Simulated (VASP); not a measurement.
Set up this calculation in VASP 6.6.1, as the native input.

* Task: single point
* Functional: PBE
* Potentials or basis: VASP PAW PBE potentials, release 64 (B, Se)
* Cutoff: 520 eV
* k mesh: 4 × 4 × 4
* Occupations: gaussian, width 0.1 eV
* Spin: no spin polarisation
* Dipole correction: no
* Further INCAR settings: ALGO = Normal; EDIFF = 1e-06; NBANDS = 24

The structure of B7Se lies in POSCAR:

```
B7Se
1.0
    4.7461225800      0.0000000000      0.0000000000
    0.0000000000      4.7461225800      0.0000000000
    0.0000000000      0.0000000000      4.7461225800
B Se
7 1
Direct
    0.2526152100      0.2526152100      0.2526152100
    0.0000000000      0.5000000000      0.5000000000
    0.5000000000      0.5000000000      0.0000000000
    0.5000000000      0.0000000000      0.5000000000
    0.7473847900      0.2526152100      0.7473847900
    0.7473847900      0.7473847900      0.2526152100
    0.2526152100      0.7473847900      0.7473847900
    0.0000000000      0.0000000000      0.0000000000
```

The cell was generated, and may not be a known phase.

The input as run:

INCAR

```
ALGO = Normal
EDIFF = 1E-6
ENCUT = 520
GGA = PE
ISIF = 2
ISMEAR = 0
LASPH = True
LCHARG = False
LREAL = False
LWAVE = False
NBANDS = 24
NELM = 80
PREC = Accurate
SIGMA = 0.1
```

KPOINTS

```
k-points
0
Gamma
  4 4 4
```

Potentials or basis: VASP PAW PBE potentials, release 64 (B, Se).

Launch:

```bash
$ cat potpaw_PBE.64/B/POTCAR potpaw_PBE.64/Se/POTCAR > POTCAR
$ mpirun -np 1 vasp_std > vasp.out
```

It gave:

```
Pressure               : -27.3 GPa
Largest force          : 1.329 eV/Å
Band gap on the k mesh : zero (an odd number of electrons rules out a gap without spin polarisation)
```

Caveat: the cell stands under tension; forces of over 1 eV/Å act on the atoms, so gaps and moduli don't describe the material at rest.

It took 44 s on 1 thread of Intel Xeon 8259CL, with other jobs on the host, peak memory 0.21 GiB.
